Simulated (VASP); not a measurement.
# SiC (R3m) in VASP: notebook

SiC is run at these levels: PBEsol; tasks: single point.

All numbers are computed with VASP 6.6.1; they aren't measurements. Logs are shortened: lines on timing, memory, paths and dates and some standing lists are left out, and cuts for length are marked.

## Step 1: The cell of the first run

It takes space group R3m (No. 160, trigonal). Conventional cell: a = 3.183 Å, b = 3.183 Å, c = 7.491 Å, α = 90.00°, β = 90.00°, γ = 120.00°. Within 2.5 Å of Si (site symmetry 3m) lie 4 C at 1.87 to 1.94 Å. C (site symmetry 3m) has 4 Si at 1.87 to 1.94 Å within 2.5 Å.

## Step 2: Single point, PBEsol

The input, INCAR:

```
SYSTEM = SiC
PREC = Accurate
ENCUT = 520
EDIFF = 1E-6
ISMEAR = 0
SIGMA = 0.05
LREAL = .False.
LASPH = .True.
NELM = 80
ALGO = Normal
ISIF = 2
LWAVE = .False.
LCHARG = .False.
GGA = PS
NBANDS = 11
```

The input, KPOINTS:

```
regular mesh
0
Gamma
  12 12 12
  0 0 0
```

The input, POSCAR:

```
SiC
1.0
    0.0000000000      2.2510294064      2.2510294064
    2.2510294064      0.0000000000      2.2510294064
    2.1920524360      2.1920524360      0.0589769704
Si C
1 1
Direct
    0.0000000000      0.0000000000      0.0000000000
    0.7500000000      0.7500000000      0.7500000000
```

Potentials or basis: VASP PAW PBE potentials, release 64 (Si, C).

Run with:

```bash
$ cat potpaw_PBE.64/Si/POTCAR potpaw_PBE.64/C/POTCAR > POTCAR
$ mpirun -np 1 vasp_std > vasp.out
```

OUTCAR:

```text
SYSTEM = SiC
   PREC = Accurate
   ENCUT = 520
   EDIFF = 1E-6
   ISMEAR = 0
   LREAL = .False.
   LASPH = .True.
   NELM = 80
   ISIF = 2
   GGA = PS

 ion  position               nearest neighbor table
   1  0.000  0.000  0.000-   2 1.87   2 1.94   2 1.94   2 1.94
   2  0.750  0.750  0.750-   1 1.87   1 1.94   1 1.94   1 1.94

  LATTYP: Found a trigonal (rhomboedric) cell.
 ALAT       =     3.1005912416
 COS(alpha) =     0.4729239227

  Lattice vectors:

 A1 = (   2.1920524360,  -0.0589769704,  -2.1920524360)
 A2 = (  -0.0589769704,   2.1920524360,  -2.1920524360)
 A3 = (   2.1920524360,   2.1920524360,   0.0589769704)

Analysis of symmetry for initial positions (statically):
=====================================================================
 Subroutine PRICEL returns:
 Original cell was already a primitive cell.

 Routine SETGRP: Setting up the symmetry group for a
 trigonal (rhombohedral) supercell.

 Subroutine GETGRP returns: Found  6 space group operations
 (whereof  6 operations were pure point group operations)
 out of a pool of 12 trial point group operations.

The static configuration has the point symmetry C_3v.

Analysis of symmetry for dynamics (positions and initial velocities):
=====================================================================
 Subroutine PRICEL returns:
 Original cell was already a primitive cell.

 Routine SETGRP: Setting up the symmetry group for a
 trigonal (rhombohedral) supercell.

 Subroutine GETGRP returns: Found  6 space group operations
 (whereof  6 operations were pure point group operations)
 out of a pool of 12 trial point group operations.

The dynamic configuration has the point symmetry C_3v.

 Subroutine INISYM returns: Found  6 space group operations
 (whereof  6 operations are pure point group operations),
 and found     1 'primitive' translations

----------------------------------------------------------------------------------------

                                     Primitive cell

  volume of cell :      21.9160

  direct lattice vectors                    reciprocal lattice vectors
     0.000000000  2.251029406  2.251029406    -0.225149411  0.219091787  0.225149411
     2.251029406  0.000000000  2.251029406     0.219091787 -0.225149411  0.225149411
     2.192052436  2.192052436  0.058976970     0.231207035  0.231207035 -0.231207035

  length of vectors
     3.183436316  3.183436316  3.100591242     0.386504496  0.386504496  0.400462332

  position of ions in fractional coordinates (direct lattice)
     0.000000000  0.000000000  0.000000000
     0.750000000  0.750000000  0.750000000

  ion indices of the primitive-cell ions
   primitive index   ion index
                 1           1
                 2           2

----------------------------------------------------------------------------------------

 KPOINTS: regular mesh

Automatic generation of k-mesh.
 Grid dimensions read from file:
 generate k-points for:   12   12   12

 Generating k-lattice:

  Cartesian coordinates                     Fractional coordinates (reciprocal lattice)
    -0.018762451  0.018257649  0.018762451     0.083333333  0.000000000 -0.000000000
     0.018257649 -0.018762451  0.018762451     0.000000000  0.083333333 -0.000000000
     0.019267253  0.019267253 -0.019267253     0.000000000  0.000000000  0.083333333

  Length of vectors
     0.032208708  0.032208708  0.033371861

  Shift w.r.t. Gamma in fractional coordinates (k-lattice)
     0.000000000  0.000000000  0.000000000

 Subroutine IBZKPT returns following result:
 ===========================================

 Found    189 irreducible k-points:

 Following reciprocal coordinates:
            Coordinates               Weight
  0.000000  0.000000  0.000000      1.000000
  0.083333  0.000000 -0.000000      6.000000
  0.166667  0.000000 -0.000000      6.000000
  0.250000  0.000000 -0.000000      6.000000
  0.333333  0.000000  0.000000      6.000000
  0.416667  0.000000 -0.000000      6.000000
[... 16 lines left out ...]
  0.500000  0.166667  0.000000     12.000000
 -0.416667  0.166667  0.000000     12.000000
 [... further k-points ...]
   k-points           NKPTS =    189   k-points in BZ     NKDIM =    189   number of bands    NBANDS=     11
   number of dos      NEDOS =    301   number of ions     NIONS =      2
   total plane-waves  NPLWV =  13824
   dimension x,y,z NGX =    24 NGY =   24 NGZ =   24
   dimension x,y,z NGXF=    48 NGYF=   48 NGZF=   48
   ions per type =               1   1
   NGX,Y,Z   is equivalent  to a cutoff of  12.53, 12.53, 12.87 a.u.
   NGXF,Y,Z  is equivalent  to a cutoff of  25.07, 25.07, 25.74 a.u.
 SYSTEM =  SiC
   PREC   = accura    normal or accurate (medium, high low for compatibility)
   ISTART =      0    job   : 0-new  1-cont  2-samecut
   ICHARG =      2    charge: 1-file 2-atom 10-const
   ISPIN  =      1    spin polarized calculation?
   LNONCOLLINEAR =      F non collinear calculations
   LSORBIT =      F    spin-orbit coupling
   LASPH  =      T    aspherical Exc in radial PAW
   ENCUT  =  520.0 eV  38.22 Ry    6.18 a.u.   5.92  5.92  5.77*2*pi/ulx,y,z
   NELM   =     80;   NELMIN=  2; NELMDL= -5     # of ELM steps
   EDIFF  = 0.1E-05   stopping-criterion for ELM
   LREAL  =      F    real-space projection
   EDIFFG = 0.1E-04   stopping-criterion for IOM
   NSW    =      0    number of steps for IOM
   IBRION =     -1    ionic relax: 0-MD 1-quasi-New 2-CG
   NFREE  =      0    steps in history (QN), initial steepest desc. (CG)
   ISIF   =      2    stress and relaxation
   ISYM   =      2    0-nonsym 1-usesym 2-fastsym
   POTIM  = 0.5000    time-step for ionic-motion
   TEBEG  =    0.0;   TEEND  =   0.0 temperature during run
   PSTRESS=    0.0 pullay stress
   NELECT =       8.0000    total number of electrons
   NUPDOWN=      -1.0000    fix difference up-down
   EMIN   =  10.00;   EMAX   =-10.00  energy-range for DOS
   EFERMI =   0.00;   METHOD = LEGACY
   ISMEAR =     0;   SIGMA  =   0.05  broadening in eV -4-tet -1-fermi 0-gaus
   EFERMI_NEDOS =   21; number of points for ismear=-14 and -15
   IALGO  =     38    algorithm
   IMIX   =      4    mixing-type and parameters
     AMIX     =   0.40;   BMIX     =  1.00
     AMIX_MAG =   1.60;   BMIX_MAG =  1.00
  volume/ion in A,a.u.               =      10.96        73.95
  Fermi-wavevector in a.u.,A,eV,Ry     =   1.169996  2.210972 18.624889  1.368891
  Thomas-Fermi vector in A             =   2.306461
   LORBIT       =      0    0 simple, 1 ext, 2 COOP (PROOUT), +10 PAW based schemes
   GGA     = PS    functional components
   LHFCALC =     F    Hartree Fock is set to
   AEXX    =    0.0000 exact exchange contribution
   IVDW    =     0    specifies the selected vdW correction
   LEPSILON=     F    determine dielectric tensor
   LRPA    =     F    only Hartree local field effects (RPA)
 non-spin polarized calculation
 Gauss-broadening in eV      SIGMA  =   0.05
  energy-cutoff  :      520.00
  volume of cell :       21.92
 maximum number of plane-waves:       602
   NGX = 11   NGY = 11   NGZ = 11

 number of electron       8.0000000 magnetization

 Free energy of the ion-electron system (eV)
  ---------------------------------------------------
  ext. energy  EPLUGINS =         0.00000000
  ---------------------------------------------------
  free energy    TOTEN  =       -15.83611094 eV

  energy without entropy =      -15.83611094  energy(sigma->0) =      -15.83611094

 E-fermi :   7.7672     XC(G=0): -11.2586

 val. band max:        7.5402731283   @ k =   0.0000   0.0000   0.0000
 cond. band min:       8.6798319001   @ k =   0.5000   0.5000   0.0000
 fundamental gap:      1.1395587718
 Fermi energy:         7.7672312476

 k-point     1 :       0.0000    0.0000    0.0000
  band No.  band energies     occupation
      1      -7.5599      2.00000
      2       7.3600      2.00000
      3       7.3600      2.00000
      4       7.5403      2.00000
      5      12.7195      0.00000
      6      13.9982      0.00000
      7      13.9982      0.00000
      8      15.1220      0.00000
      9      21.5661      0.00000
     10      21.5661      0.00000
     11      22.8212      0.00000

 k-point     2 :       0.0833    0.0000   -0.0000
  band No.  band energies     occupation
      1      -7.4324      2.00000
      2       6.6208      2.00000
      3       7.2769      2.00000
      4       7.4317      2.00000
      5      13.0751      0.00000
      6      14.1560      0.00000
      7      14.1636      0.00000
      8      15.2176      0.00000
      9      20.7844      0.00000
     10      20.9575      0.00000
     11      23.0668      0.00000

 k-point     3 :       0.1667    0.0000   -0.0000
  band No.  band energies     occupation
      1      -7.0538      2.00000
      2       4.9819      2.00000
      3       7.0718      2.00000
      4       7.1964      2.00000
      5      13.1925      0.00000
      6      14.5083      0.00000
      7      14.8363      0.00000
      8      15.5676      0.00000
      9      19.9363      0.00000
     10      20.3348      0.00000
     11      22.5015      0.00000

 k-point     4 :       0.2500    0.0000   -0.0000
  band No.  band energies     occupation
      1      -6.4393      2.00000
      2       3.1149      2.00000
      3       6.8321      2.00000
      4       6.9199      2.00000
      5      12.9414      0.00000
      6      14.6700      0.00000
      7      15.2268      0.00000
      8      16.2394      0.00000
      9      19.9138      0.00000
     10      20.5400      0.00000
     11      21.9732      0.00000
[... 239 lines left out ...]
 k-point    22 :       0.4167    0.1667    0.0000
  band No.  band energies     occupation
      1      -4.8840      2.00000
      2       1.0102      2.00000
      3       5.1836      2.00000
      4       5.7771      2.00000
      5      12.1044      0.00000
      6      14.7793      0.00000
      7      16.0682      0.00000
      8      16.4871      0.00000
      9      20.2823      0.00000
     10      24.0656      0.00000
     11      24.7243      0.00000

 k-point    23 :       0.5000    0.1667    0.0000
  band No.  band energies     occupation
      1      -4.0910      2.00000
      2      -0.2044      2.00000
      3       4.7367      2.00000
      4       5.8419      2.00000
      5      12.1755      0.00000
      6      14.7520      0.00000
      7      16.1009      0.00000
      8      17.1896      0.00000
      9      20.6963      0.00000
     10      24.1230      0.00000
     11      24.8821      0.00000

 k-point    24 :      -0.4167    0.1667    0.0000
  band No.  band energies     occupation
      1      -3.9609      2.00000
      2      -0.3783      2.00000
      3       4.4156      2.00000
      4       6.0538      2.00000
      5      12.4579      0.00000
      6      14.6798      0.00000
      7      15.8540      0.00000
      8      17.8689      0.00000
      9      21.1638      0.00000
     10      22.5325      0.00000
     11      24.7452      0.00000

 [... further k-points ...]
[... 5 lines left out ...]
  --------------------------------------------------------------------------------------
  -------------------------------------------------------------------------------------
  Total       -1.4727223     -1.4727223     -1.4727223      0.8826382     -0.8826382     -0.8826382
  in kB     -107.6639123   -107.6639123   -107.6639123     64.5255910    -64.5255910    -64.5255910
  external PRESSURE =    -107.6639123 kB  Pullay stress =       0.0000000 kB

 VOLUME and BASIS-vectors are now :
 -----------------------------------------------------------------------------
  energy-cutoff  :      520.00
  volume of cell :       21.92
      direct lattice vectors                 reciprocal lattice vectors
     0.000000000  2.251029406  2.251029406    -0.225149411  0.219091787  0.225149411
     2.251029406  0.000000000  2.251029406     0.219091787 -0.225149411  0.225149411
     2.192052436  2.192052436  0.058976970     0.231207035  0.231207035 -0.231207035

 POSITION                                       TOTAL-FORCE (eV/Angst)
 -----------------------------------------------------------------------------------
      0.00000      0.00000      0.00000        -0.196294     -0.196294      0.196294
      3.33231      3.33231      3.42078         0.196294      0.196294     -0.196294
 -----------------------------------------------------------------------------------
    total drift:                                0.000060      0.000060     -0.000060

  FREE ENERGIE OF THE ION-ELECTRON SYSTEM (eV)
  ---------------------------------------------------
  free  energy   TOTEN  =       -15.8361109431 eV

  energy  without entropy=      -15.8361109431  energy(sigma->0) =      -15.83611094
```

It took 33 s on 1 thread of Intel Xeon 8259CL, shared host; peak memory 0.16 GiB.

What came out:

```
Free energy            : -15.8361 eV
Pressure               : -10.8 GPa
Largest force          : 0.340 eV/Å
Band gap on the k mesh : 1.14 eV, indirect (least direct gap 4.14 eV)
```

Forces in eV/Å, atoms in the order of the input:
```
Si  -0.196 -0.196  0.196
C    0.196  0.196 -0.196
```

Levels at points of the mesh, in eV from the valence-band top:
| k point | band 1 | band 2 | band 3 | band 4 | band 5 | band 6 | band 7 | band 8 |
| --- | --- | --- | --- | --- | --- | --- | --- | --- |
| (0.00, 0.00, 0.00) | -15.10 | -0.18 | -0.18 | 0.00 | 5.18 | 6.46 | 6.46 | 7.58 |
| (0.50, 0.00, 0.00) | -11.81 | -8.42 | -1.09 | -1.07 | 4.90 | 6.63 | 7.21 | 9.55 |
| (0.50, 0.50, 0.00) | -10.30 | -7.77 | -3.41 | -3.00 | 1.14 | 3.93 | 12.95 | 13.18 |
| (0.00, 0.00, 0.50) | -11.40 | -8.34 | -1.38 | -1.38 | 4.21 | 6.49 | 6.49 | 9.30 |

Caveat: the PAW data sets were made with another functional, which shifts forces and pressure a little.

## Step 3: Single point, PBEsol

This run uses another cell than the first one, of the same volume but with other edges.

The input, INCAR:

```
SYSTEM = SiC
PREC     = Accurate       ! precision mode
ENCUT    = 520            ! plane-wave cutoff, eV
EDIFF    = 1E-6           ! SCF threshold, eV
ISMEAR   = 0              ! smearing method
SIGMA    = 0.05           ! smearing width, eV
LREAL    = .False.        ! projectors in reciprocal space
LASPH    = .True.         ! aspherical terms in the spheres
NELM     = 100            ! most SCF steps
ALGO     = Normal         ! electronic algorithm
ISIF     = 2              ! what is computed and relaxed
LWAVE    = .False.        ! write WAVECAR
LCHARG   = .False.        ! write CHGCAR
GGA      = PS             ! functional
NBANDS   = 11             ! bands
```

The input, KPOINTS:

```
Automatic mesh
0
Gamma
  12 12 12
  0 0 0
```

The input, POSCAR:

```
SiC
1.0
    0.0000000000      2.1916646148      2.1916646148
    2.1916646148      0.0000000000      2.1916646148
    2.2514240033      2.2514240033     -0.0597593885
Si C
1 1
Direct
    0.0000000000      0.0000000000      0.0000000000
    0.7500000000      0.7500000000      0.7500000000
```

Potentials or basis: VASP PAW PBE potentials, release 64 (Si, C).

Run with:

```bash
$ cat potpaw_PBE.64/Si/POTCAR potpaw_PBE.64/C/POTCAR > POTCAR
$ mpirun -np 1 vasp_std > vasp.out
```

OUTCAR:

```text
SYSTEM = SiC
   PREC = Accurate
   ENCUT = 520
   EDIFF = 1E-6
   ISMEAR = 0
   LREAL = .False.
   LASPH = .True.
   NELM = 100
   ISIF = 2
   GGA = PS

 ion  position               nearest neighbor table
   1  0.000  0.000  0.000-   2 1.91   2 1.91   2 1.91   2 1.98
   2  0.750  0.750  0.750-   1 1.91   1 1.91   1 1.91   1 1.98

  LATTYP: Found a trigonal (rhomboedric) cell.
 ALAT       =     3.1845551133
 COS(alpha) =     0.5263575129

  Lattice vectors:

 A1 = (   2.2514240033,   0.0597593885,  -2.2514240033)
 A2 = (   0.0597593885,   2.2514240033,  -2.2514240033)
 A3 = (   2.2514240033,   2.2514240033,  -0.0597593885)

Analysis of symmetry for initial positions (statically):
=====================================================================
 Subroutine PRICEL returns:
 Original cell was already a primitive cell.

 Routine SETGRP: Setting up the symmetry group for a
 trigonal (rhombohedral) supercell.

 Subroutine GETGRP returns: Found  6 space group operations
 (whereof  6 operations were pure point group operations)
 out of a pool of 12 trial point group operations.

[... 172 lines left out ...]
      2       7.2672      2.00000
      3       7.4977      2.00000
      4       7.4977      2.00000
      5      12.5282      0.00000
      6      14.1486      0.00000
      7      14.5809      0.00000
      8      14.5809      0.00000
      9      21.5654      0.00000
     10      21.5654      0.00000
     11      22.8145      0.00000
[... 309 lines left out ...]
 k-point    24 :      -0.4167    0.1667   -0.0000
  band No.  band energies     occupation
      1      -3.7436      2.00000
      2      -0.3613      2.00000
      3       4.3600      2.00000
      4       5.8401      2.00000
      5      12.0891      0.00000
      6      14.4395      0.00000
      7      15.4727      0.00000
      8      18.0704      0.00000
      9      21.5532      0.00000
     10      22.2331      0.00000
     11      24.9389      0.00000

 [... further k-points ...]

------------------------ aborting loop because EDIFF is reached ----------------------------------------

  FORCE on cell =-STRESS in cart. coord.  units (eV):
  Direction    XX          YY          ZZ          XY          YZ          ZX
  --------------------------------------------------------------------------------------
  -------------------------------------------------------------------------------------
  Total       -1.4755446     -1.4755446     -1.4755446     -0.8304570      0.8304570      0.8304570
  in kB     -107.8702348   -107.8702348   -107.8702348    -60.7108656     60.7108656     60.7108656
  external PRESSURE =    -107.8702348 kB  Pullay stress =       0.0000000 kB

 VOLUME and BASIS-vectors are now :
 -----------------------------------------------------------------------------
  energy-cutoff  :      520.00
  volume of cell :       21.92
      direct lattice vectors                 reciprocal lattice vectors
     0.000000000  2.191664615  2.191664615    -0.225149038  0.231125153  0.225149038
     2.191664615  0.000000000  2.191664615     0.231125153 -0.225149038  0.225149038
     2.251424003  2.251424003 -0.059759389     0.219172923  0.219172923 -0.219172923

 POSITION                                       TOTAL-FORCE (eV/Angst)
 -----------------------------------------------------------------------------------
      0.00000      0.00000      0.00000         0.110766      0.110766     -0.110766
      3.33232      3.33232      3.24268        -0.110766     -0.110766      0.110766
 -----------------------------------------------------------------------------------
    total drift:                               -0.000014     -0.000014      0.000014

  FREE ENERGIE OF THE ION-ELECTRON SYSTEM (eV)
  ---------------------------------------------------
  free  energy   TOTEN  =       -15.8375138409 eV

  energy  without entropy=      -15.8375138409  energy(sigma->0) =      -15.83751384
```

OSZICAR:

```text
N       E                     dE             d eps       ncg     rms          rms(c)
DAV:   1     0.252185271482E+01    0.25219E+01   -0.38499E+03  4324   0.606E+02
DAV:   2    -0.168670830814E+02   -0.19389E+02   -0.18500E+02  5220   0.107E+02
DAV:   3    -0.174899172263E+02   -0.62283E+00   -0.62167E+00  5135   0.160E+01
DAV:   4    -0.174923923384E+02   -0.24751E-02   -0.24750E-02  4744   0.127E+00
DAV:   5    -0.174924040766E+02   -0.11738E-04   -0.11738E-04  5095   0.820E-02    0.818E+00
DAV:   6    -0.159021714188E+02    0.15902E+01   -0.59531E+00  4707   0.105E+01    0.363E+00
DAV:   7    -0.158520642507E+02    0.50107E-01   -0.30930E-01  5015   0.319E+00    0.167E+00
DAV:   8    -0.158377042854E+02    0.14360E-01   -0.20392E-02  4806   0.908E-01    0.164E-01
DAV:   9    -0.158374657657E+02    0.23852E-03   -0.19195E-03  5155   0.232E-01    0.106E-01
DAV:  10    -0.158375125761E+02   -0.46810E-04   -0.15094E-04  4701   0.774E-02    0.266E-02
DAV:  11    -0.158375137937E+02   -0.12176E-05   -0.14780E-05  5003   0.218E-02    0.714E-03
DAV:  12    -0.158375138409E+02   -0.47238E-07   -0.95714E-07  2811   0.611E-03
   1 F= -.15837514E+02 E0= -.15837514E+02  d E =-.114716E-14
```

Run time: 37 s. Hardware: 1 thread of Intel Xeon 8259CL, shared host; peak memory 0.16 GiB.

Results:

* Free energy: -15.8375 eV
* Pressure: -10.8 GPa
* Largest force: 0.192 eV/Å
* Band gap on the k mesh: 1.18 eV, indirect (least direct gap 4.16 eV)

Forces in eV/Å, atoms in the order of the input:
```
Si   0.111  0.111 -0.111
C   -0.111 -0.111  0.111
```

Caveat: the PAW data sets were made with another functional, which shifts forces and pressure a little.
